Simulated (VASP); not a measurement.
# AlN in VASP: further runs

Runs on AlN. Level: LDA. Tasks: single point.

Everything below comes from runs of VASP 6.6.1. Logs are shortened: lines on timing, memory, paths and dates and some standing lists are left out, and cuts for length are marked.

### 1 The cell of the first run

It takes space group P6_3mc (No. 186, hexagonal). The conventional cell has a = 3.358 Å, b = 3.358 Å, c = 4.203 Å, α = 90.00°, β = 90.00°, γ = 120.00°. Al (site symmetry 3m) has 5 N at 1.94 to 2.17 Å within 2.6 Å. N (site symmetry 3m) has 5 Al at 1.94 to 2.17 Å within 2.6 Å.

### 2 Single point, LDA

Contents of INCAR:

```
SYSTEM = AlN
  PREC = Accurate
  ENCUT = 520
  EDIFF = 1E-7
  ISMEAR = 0
  SIGMA = 0.05
  LREAL = .False.
  LASPH = .True.
  NELM = 100
  ALGO = Normal
  ISIF = 2
  LWAVE = .False.
  LCHARG = .False.
  NBANDS = 16
```

Contents of KPOINTS:

```
Automatic mesh
0
Gamma
  9 9 6
  0 0 0
```

Contents of POSCAR:

```
AlN
1.0
    3.3577558766      0.0000000000      0.0000000000
   -1.6788779383      2.9079018889      0.0000000000
    0.0000000000      0.0000000000      4.2032046078
Al N
2 2
Direct
    0.3333333333      0.6666666667      0.7554689695
    0.6666666667      0.3333333333      0.2554689695
    0.3333333333      0.6666666667      0.2394651809
    0.6666666667      0.3333333333      0.7394651809
```

Potentials or basis: VASP PAW LDA potentials, release 64 (Al, N).

Command:

```console
$ cat potpaw_LDA.64/Al/POTCAR potpaw_LDA.64/N/POTCAR > POTCAR
$ mpirun -np 1 vasp_std > vasp.out
```

OUTCAR:

```text
SYSTEM = AlN
   PREC = Accurate
   ENCUT = 520
   EDIFF = 1E-7
   ISMEAR = 0
   LREAL = .False.
   LASPH = .True.
   NELM = 100
   ISIF = 2

 ion  position               nearest neighbor table
   1  0.333  0.667  0.755-   4 1.94   4 1.94   4 1.94   3 2.03   3 2.17   2 2.86   2 2.86   2 2.86
                             2 2.86   2 2.86   2 2.86
   2  0.667  0.333  0.255-   3 1.94   3 1.94   3 1.94   4 2.03   4 2.17   1 2.86   1 2.86   1 2.86
                             1 2.86   1 2.86   1 2.86
   3  0.333  0.667  0.239-   2 1.94   2 1.94   2 1.94   1 2.03   1 2.17
   4  0.667  0.333  0.739-   1 1.94   1 1.94   1 1.94   2 2.03   2 2.17

  LATTYP: Found a hexagonal cell.
 ALAT       =     3.3577558766
 C/A-ratio  =     1.2517898151

  Lattice vectors:

 A1 = (   3.3577558766,   0.0000000000,   0.0000000000)
 A2 = (  -1.6788779383,   2.9079018889,   0.0000000000)
 A3 = (   0.0000000000,   0.0000000000,   4.2032046078)

Analysis of symmetry for initial positions (statically):
=====================================================================
 Subroutine PRICEL returns:
 Original cell was already a primitive cell.

 Routine SETGRP: Setting up the symmetry group for a
 hexagonal supercell.

 Subroutine GETGRP returns: Found 12 space group operations
 (whereof  6 operations were pure point group operations)
 out of a pool of 24 trial point group operations.

The static configuration has the point symmetry C_3v.
 The point group associated with its full space group is C_6v.

Analysis of symmetry for dynamics (positions and initial velocities):
=====================================================================
 Subroutine PRICEL returns:
 Original cell was already a primitive cell.

 Routine SETGRP: Setting up the symmetry group for a
 hexagonal supercell.

 Subroutine GETGRP returns: Found 12 space group operations
 (whereof  6 operations were pure point group operations)
 out of a pool of 24 trial point group operations.

The dynamic configuration has the point symmetry C_3v.
 The point group associated with its full space group is C_6v.

 Subroutine INISYM returns: Found 12 space group operations
 (whereof  6 operations are pure point group operations),
 and found     1 'primitive' translations

----------------------------------------------------------------------------------------

                                     Primitive cell

  volume of cell :      41.0402

  direct lattice vectors                    reciprocal lattice vectors
     3.357755877  0.000000000  0.000000000     0.297817958  0.171945278  0.000000000
    -1.678877938  2.907901889  0.000000000     0.000000000  0.343890557  0.000000000
     0.000000000  0.000000000  4.203204608     0.000000000  0.000000000  0.237913709

  length of vectors
     3.357755877  3.357755877  4.203204608     0.343890557  0.343890557  0.237913709

  position of ions in fractional coordinates (direct lattice)
     0.333333333  0.666666667  0.755468970
     0.666666667  0.333333333  0.255468970
     0.333333333  0.666666667  0.239465181
     0.666666667  0.333333333  0.739465181

  ion indices of the primitive-cell ions
   primitive index   ion index
                 1           1
                 2           2
                 3           3
                 4           4

----------------------------------------------------------------------------------------

 KPOINTS: Automatic mesh

Automatic generation of k-mesh.
 Grid dimensions read from file:
 generate k-points for:    9    9    6

 Generating k-lattice:

  Cartesian coordinates                     Fractional coordinates (reciprocal lattice)
     0.033090884  0.019105031  0.000000000     0.111111111  0.000000000  0.000000000
     0.000000000  0.038210062  0.000000000     0.000000000  0.111111111  0.000000000
     0.000000000  0.000000000  0.039652285     0.000000000  0.000000000  0.166666667

  Length of vectors
     0.038210062  0.038210062  0.039652285

  Shift w.r.t. Gamma in fractional coordinates (k-lattice)
     0.000000000  0.000000000  0.000000000

 Subroutine IBZKPT returns following result:
 ===========================================

 Found     48 irreducible k-points:

 Following reciprocal coordinates:
            Coordinates               Weight
  0.000000  0.000000  0.000000      1.000000
  0.111111 -0.000000  0.000000      6.000000
  0.222222  0.000000  0.000000      6.000000
  0.333333  0.000000  0.000000      6.000000
  0.444444  0.000000  0.000000      6.000000
  0.111111  0.111111  0.000000      6.000000
[... 16 lines left out ...]
  0.333333  0.222222  0.166667     24.000000
  0.333333  0.333333  0.166667      4.000000
 [... further k-points ...]
   k-points           NKPTS =     48   k-points in BZ     NKDIM =     48   number of bands    NBANDS=     16
   number of dos      NEDOS =    301   number of ions     NIONS =      4
   total plane-waves  NPLWV =  25088
   dimension x,y,z NGX =    28 NGY =   28 NGZ =   32
   dimension x,y,z NGXF=    56 NGYF=   56 NGZF=   64
   ions per type =               2   2
   NGX,Y,Z   is equivalent  to a cutoff of  13.86, 13.86, 12.66 a.u.
   NGXF,Y,Z  is equivalent  to a cutoff of  27.73, 27.73, 25.31 a.u.
 SYSTEM =  AlN
   PREC   = accura    normal or accurate (medium, high low for compatibility)
   ISTART =      0    job   : 0-new  1-cont  2-samecut
   ICHARG =      2    charge: 1-file 2-atom 10-const
   ISPIN  =      1    spin polarized calculation?
   LNONCOLLINEAR =      F non collinear calculations
   LSORBIT =      F    spin-orbit coupling
   LASPH  =      T    aspherical Exc in radial PAW
   ENCUT  =  520.0 eV  38.22 Ry    6.18 a.u.   6.24  6.24  7.82*2*pi/ulx,y,z
   NELM   =    100;   NELMIN=  2; NELMDL= -5     # of ELM steps
   EDIFF  = 0.1E-06   stopping-criterion for ELM
   LREAL  =      F    real-space projection
   EDIFFG = 0.1E-05   stopping-criterion for IOM
   NSW    =      0    number of steps for IOM
   IBRION =     -1    ionic relax: 0-MD 1-quasi-New 2-CG
   NFREE  =      0    steps in history (QN), initial steepest desc. (CG)
   ISIF   =      2    stress and relaxation
   ISYM   =      2    0-nonsym 1-usesym 2-fastsym
   POTIM  = 0.5000    time-step for ionic-motion
   TEBEG  =    0.0;   TEEND  =   0.0 temperature during run
   PSTRESS=    0.0 pullay stress
   NELECT =      16.0000    total number of electrons
   NUPDOWN=      -1.0000    fix difference up-down
   EMIN   =  10.00;   EMAX   =-10.00  energy-range for DOS
   EFERMI =   0.00;   METHOD = LEGACY
   ISMEAR =     0;   SIGMA  =   0.05  broadening in eV -4-tet -1-fermi 0-gaus
   EFERMI_NEDOS =   21; number of points for ismear=-14 and -15
   IALGO  =     38    algorithm
   IMIX   =      4    mixing-type and parameters
     AMIX     =   0.40;   BMIX     =  1.00
     AMIX_MAG =   1.60;   BMIX_MAG =  1.00
  volume/ion in A,a.u.               =      10.26        69.24
  Fermi-wavevector in a.u.,A,eV,Ry     =   1.195946  2.260011 19.460245  1.430288
  Thomas-Fermi vector in A             =   2.331899
   LORBIT       =      0    0 simple, 1 ext, 2 COOP (PROOUT), +10 PAW based schemes
   GGA     = CA    functional components
   LHFCALC =     F    Hartree Fock is set to
   AEXX    =    0.0000 exact exchange contribution
   IVDW    =     0    specifies the selected vdW correction
   LEPSILON=     F    determine dielectric tensor
   LRPA    =     F    only Hartree local field effects (RPA)
 non-spin polarized calculation
 Gauss-broadening in eV      SIGMA  =   0.05
  energy-cutoff  :      520.00
  volume of cell :       41.04
 maximum number of plane-waves:      1132
 NGX is ok and might be reduce to    28
   NGX = 13   NGY = 13   NGZ = 15

 number of electron      16.0000000 magnetization

 Free energy of the ion-electron system (eV)
  ---------------------------------------------------
  ext. energy  EPLUGINS =         0.00000000
  ---------------------------------------------------
  free energy    TOTEN  =       -32.34759935 eV

  energy without entropy =      -32.34759935  energy(sigma->0) =      -32.34759935

 E-fermi :   7.5016     XC(G=0): -11.3481

 val. band max:        7.2688836302   @ k =   0.0000   0.0000   0.0000
 cond. band min:      10.3706696913   @ k =   0.0000   0.0000   0.0000
 fundamental gap:      3.1017860611
 Fermi energy:         7.5015747393

 k-point     1 :       0.0000    0.0000    0.0000
  band No.  band energies     occupation
      1      -9.0553      2.00000
      2      -5.4339      2.00000
      3       0.6451      2.00000
      4       4.1231      2.00000
      5       4.1231      2.00000
      6       5.8063      2.00000
[... 8 lines left out ...]
     15      18.7827      0.00000
     16      19.0030      0.00000

 k-point     2 :       0.1111   -0.0000    0.0000
  band No.  band energies     occupation
      1      -8.9184      2.00000
      2      -5.4335      2.00000
      3       0.7915      2.00000
      4       3.6258      2.00000
      5       3.9265      2.00000
      6       5.3108      2.00000
[... 8 lines left out ...]
     15      18.4180      0.00000
     16      18.4813      0.00000

 k-point     3 :       0.2222    0.0000    0.0000
  band No.  band energies     occupation
      1      -8.5258      2.00000
      2      -5.4763      2.00000
      3       1.2178      2.00000
      4       2.5669      2.00000
      5       3.5246      2.00000
      6       4.4152      2.00000
[... 8 lines left out ...]
     15      17.5133      0.00000
     16      19.3831      0.00000

 k-point     4 :       0.3333    0.0000    0.0000
  band No.  band energies     occupation
      1      -7.9431      2.00000
      2      -5.6660      2.00000
      3       1.5977      2.00000
      4       1.8793      2.00000
      5       3.1597      2.00000
      6       3.6406      2.00000
[... 8 lines left out ...]
     15      18.2009      0.00000
     16      19.8075      0.00000
[... 324 lines left out ...]
 k-point    22 :       0.2222    0.2222    0.1667
  band No.  band energies     occupation
      1      -7.4941      2.00000
      2      -5.8942      2.00000
      3       1.1960      2.00000
      4       1.5812      2.00000
      5       3.1492      2.00000
      6       3.6939      2.00000
[... 8 lines left out ...]
     15      18.8078      0.00000
     16      20.0507      0.00000

 k-point    23 :       0.3333    0.2222    0.1667
  band No.  band energies     occupation
      1      -6.9578      2.00000
      2      -6.1665      2.00000
      3       0.9390      2.00000
      4       1.6618      2.00000
      5       2.3831      2.00000
      6       4.1942      2.00000
[... 8 lines left out ...]
     15      18.6104      0.00000
     16      20.1072      0.00000

 k-point    24 :       0.3333    0.3333    0.1667
  band No.  band energies     occupation
      1      -6.5123      2.00000
      2      -6.5123      2.00000
      3       0.9610      2.00000
      4       1.8563      2.00000
      5       1.8563      2.00000
      6       4.4426      2.00000
[... 8 lines left out ...]
     15      18.2856      0.00000
     16      19.8764      0.00000

 [... further k-points ...]
[... 5 lines left out ...]
  --------------------------------------------------------------------------------------
  -------------------------------------------------------------------------------------
  Total       -3.8442211     -3.8442211     -2.8444882      0.0000000      0.0000000      0.0000000
  in kB     -150.0754097   -150.0754097   -111.0466128      0.0000000      0.0000000      0.0000000
  external PRESSURE =    -137.0658107 kB  Pullay stress =       0.0000000 kB

 VOLUME and BASIS-vectors are now :
 -----------------------------------------------------------------------------
  energy-cutoff  :      520.00
  volume of cell :       41.04
      direct lattice vectors                 reciprocal lattice vectors
     3.357755877  0.000000000  0.000000000     0.297817958  0.171945278  0.000000000
    -1.678877938  2.907901889  0.000000000     0.000000000  0.343890557  0.000000000
     0.000000000  0.000000000  4.203204608     0.000000000  0.000000000  0.237913709

 POSITION                                       TOTAL-FORCE (eV/Angst)
 -----------------------------------------------------------------------------------
     -0.00000      1.93860      3.17539         0.000000      0.000000     -0.089974
      1.67888      0.96930      1.07379        -0.000000      0.000000     -0.089974
     -0.00000      1.93860      1.00652         0.000000      0.000000      0.089974
      1.67888      0.96930      3.10812        -0.000000      0.000000      0.089974
 -----------------------------------------------------------------------------------
    total drift:                               -0.000000      0.000000      0.000032

  FREE ENERGIE OF THE ION-ELECTRON SYSTEM (eV)
  ---------------------------------------------------
  free  energy   TOTEN  =       -32.3475993459 eV

  energy  without entropy=      -32.3475993459  energy(sigma->0) =      -32.34759935
```

Run time: 16 s. Hardware: 1 thread of Intel Xeon Platinum 8488C (Sapphire Rapids), shared host; peak memory 0.15 GiB.

What came out:

| Property | Result |
| --- | --- |
| Free energy | -32.3476 eV |
| Pressure | -13.7 GPa |
| Largest force | 0.090 eV/Å |
| Band gap on the k mesh | 3.10 eV, direct |

Forces in eV/Å, atoms in the order of the input:
```
Al   0.000  0.000 -0.090
Al   0.000  0.000 -0.090
N    0.000  0.000  0.090
N    0.000  0.000  0.090
```

A hybrid or GW would open this gap; LDA tends to underestimate it.

(Continued in part 2 of 2.)
